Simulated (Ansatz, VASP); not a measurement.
## Se: VASP beside Ansatz

File INCAR:

```
SYSTEM = Se
  ALGO = Normal
  EDIFF = 1E-8
  ENCUT = 520
  GGA = PE
  ISIF = 2
  ISMEAR = -1
  LASPH = .True.
  LCHARG = .False.
  LEFG = .True.
  LREAL = .False.
  LWAVE = .False.
  NBANDS = 16
  NELM = 100
  PREC = Accurate
  SIGMA = 0.03
```

File KPOINTS:

```
k-points
0
Gamma
  6 6 5
  0 0 0
```

File POSCAR:

```
Se
1.0
    4.3515971644      0.0000000000      0.0000000000
   -2.1757985822      3.7685936915      0.0000000000
    0.0000000000      0.0000000000      4.9370326522
Se
3
Direct
    0.2254000000      0.0000000000      0.3333333333
    0.0000000000      0.2254000000      0.6666666667
    0.7746000000      0.7746000000      0.0000000000
```

Input for Ansatz:

```yaml
crystal:
  lattice:
    - [4.3515971644, 0.0, 0.0]
    - [-2.1757985822, 3.7685936915, 0.0]
    - [0.0, 0.0, 4.9370326522]
  atoms:
    - { symbol: Se, position: [0.2254, 0.0, 0.3333333333] }
    - { symbol: Se, position: [0.0, 0.2254, 0.6666666667] }
    - { symbol: Se, position: [0.7746, 0.7746, 0.0] }
kpoints:
  mp_grid: { grid: [6, 6, 5] }
scf:
  occupations: { method: fermi_dirac, width: 0.03 }
hamiltonian:
  xc: pbe
  pseudopotentials: { kind: all_electron, datasets: crystal }
output:
  forces: true
  stress: true
  eigenvalues: true
  efg: { contact_densities: true }
```

Change from the starting cell: volume scaled by 0.99, crystal datasets.

Alike in both runs: task electric field gradients; functional PBE; k mesh 6 × 6 × 5; occupations fermi-dirac, width 0.03 eV; no spin polarisation.

```csv
,VASP,Ansatz
version,VASP 6.6.1,Ansatz 0.2.0
potentials or method,"VASP PAW PBE potentials, release 64 (Se), cutoff 520 eV","all-electron PAW with datasets made for the crystal, scalar-relativistic"
```

|  | VASP | Ansatz | Ansatz less VASP |
| --- | --- | --- | --- |
| gap on the k mesh at the Fermi level (eV) | 1.31 | 1.31 | +0.007 |
| pressure (GPa) | 3.6 | 3.4 | -0.15 |
| traceless stress, the component that is largest in VASP (GPa) | 1.44 | 1.39 | -0.055 |
| rms of the force components (eV/Å) | 0.312 | 0.289 | -0.0229 |
| size of Vzz on the site where it differs most (V/Å²) | 500.0 | 521.3 | +21.23 |

Atom by atom the forces differ by 0.023 eV/Å (rms over components). Ansatz ran all-electron here, and VASP with PAW potentials.
